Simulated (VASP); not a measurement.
Write the native input for VASP 6.6.1 that does the following.

```
Task                   : electric field gradients
Functional             : r2SCAN
Potentials or basis    : VASP PAW PBE potentials, release 64 (Cd, Te)
Cutoff                 : 520 eV
k mesh                 : 10 × 10 × 10
Occupations            : fermi-dirac, width 0.03 eV
Spin                   : no spin polarisation
Dipole correction      : no
Further INCAR settings : ALGO = Normal; EDIFF = 1e-08; NBANDS = 16
```

CdTe:

```
Cd Te
1.0
     0.00000    3.03559    3.03559
     3.03559    0.00000    3.03559
     3.03559    3.03559    0.00000
Cd Te
1 1
Cartesian
  0.0000 0.0000 0.0000
  3.0356 3.0356 3.0356
```

One way to write it, as run:

POSCAR

```
CdTe
1.0
    0.0000000000      3.0355864881      3.0355864881
    3.0355864881      0.0000000000      3.0355864881
    3.0355864881      3.0355864881      0.0000000000
Cd Te
1 1
Direct
    0.0000000000      0.0000000000      0.0000000000
    0.5000000000      0.5000000000      0.5000000000
```

INCAR.step1

```
PREC = Accurate ; ENCUT = 520
ISMEAR = -1 ; SIGMA = 0.03
LREAL = False ; LASPH = True
NELM = 100 ; NBANDS = 16
GGA = PE ; ALGO = Normal
EDIFF = 1E-4 ; LWAVE = True
LCHARG = False
```

INCAR.step2

```
PREC = Accurate ; ENCUT = 520
EDIFF = 1E-8 ; ISMEAR = -1
SIGMA = 0.03 ; LREAL = False
LASPH = True ; NELM = 100
ALGO = Normal ; ISIF = 2
LWAVE = False ; LCHARG = False
METAGGA = R2SCAN ; LMIXTAU = True
LEFG = True ; NBANDS = 16
ISTART = 1
```

KPOINTS

```
regular mesh
0
Gamma
  10 10 10
```

Potentials or basis: VASP PAW PBE potentials, release 64 (Cd, Te).

Command:

```bash
$ cat potpaw_PBE.64/Cd/POTCAR potpaw_PBE.64/Te/POTCAR > POTCAR
$ cp INCAR.step1 INCAR
$ mpirun -np 1 vasp_std > vasp.out
$ cp INCAR.step2 INCAR
$ mpirun -np 1 vasp_std > vasp.out
```

Results of the run:

```
Pressure                                : 0.5 GPa
Band gap on the k mesh                  : zero (bands 9 and 10 overlap by 1.03 eV)
Largest electric field gradient by atom : under 0.05 V/Å² on every atom
```

Caveat: the PAW data sets were made with another functional, which shifts forces and pressure a little; spin-orbit coupling is left out, which moves the levels of the heavy elements.

It took 96 s on 1 thread of Intel(R) Xeon(R) Platinum 8488C (Sapphire Rapids), on a shared host, peak memory 0.21 GiB.
